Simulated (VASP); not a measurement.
## ZnO: elastic constants with PBEsol

ZnO:

```
Zn O
1.0
     3.18322    0.00000    0.00000
    -1.59161    2.75675    0.00000
     0.00000    0.00000    5.13867
Zn O
2 2
Direct
  0.33333 0.66667 0.50007
  0.66667 0.33333 0.00007
  0.66667 0.33333 0.37894
  0.33333 0.66667 0.87894
```

* Program: VASP 6.6.1
* Task: elastic constants
* Functional: PBEsol
* Potentials or basis: VASP PAW PBE potentials, release 64 (Zn, O)
* Cutoff: 600 eV
* k mesh: 8 × 8 × 4
* Occupations: gaussian, width 0.01 eV
* Spin: no spin polarisation
* Dipole correction: no
* Ions in elastic constants: relaxed
* Further INCAR settings: ALGO = Normal; EDIFF = 1e-08; IBRION = 6; POTIM = 0.015; NSW = 1; ISIF = 3

```yaml
Voigt_bulk_modulus: 171 GPa
Highest_phonon_frequency_at_Γ_LO-TO_splitting_left_out: 570 cm⁻¹
```

Phonon frequencies in cm⁻¹ (negative: imaginary):
| q point | frequencies |
| --- | --- |
| (0.000, 0.000, 0.000) | 0 0 0 78 78 264 412 431 431 466 466 570 |

Elastic tensor in Voigt notation (GPa, in the Cartesian axes of the cell as first typed):
```
217 154 142   0   0   0
154 217 142   0   0   0
142 142 233   0   0   0
  0   0   0  29   0   0
  0   0   0   0  29   0
  0   0   0   0   0  31
```

Clamped-ion elastic tensor (GPa):
```
320 115  79   0   0   0
115 320  79   0   0   0
 79  79 356   0   0   0
  0   0   0  58   0   0
  0   0   0   0  58   0
  0   0   0   0   0 102
```

Wall time 28 min on 1 thread of Oxide Virtual Turin-like Processor, on a shared host, peak memory 0.34 GiB.

Caveat: the cell is under stress, which shifts elastic constants; the PAW data sets were made with another functional, which shifts forces and pressure a little.
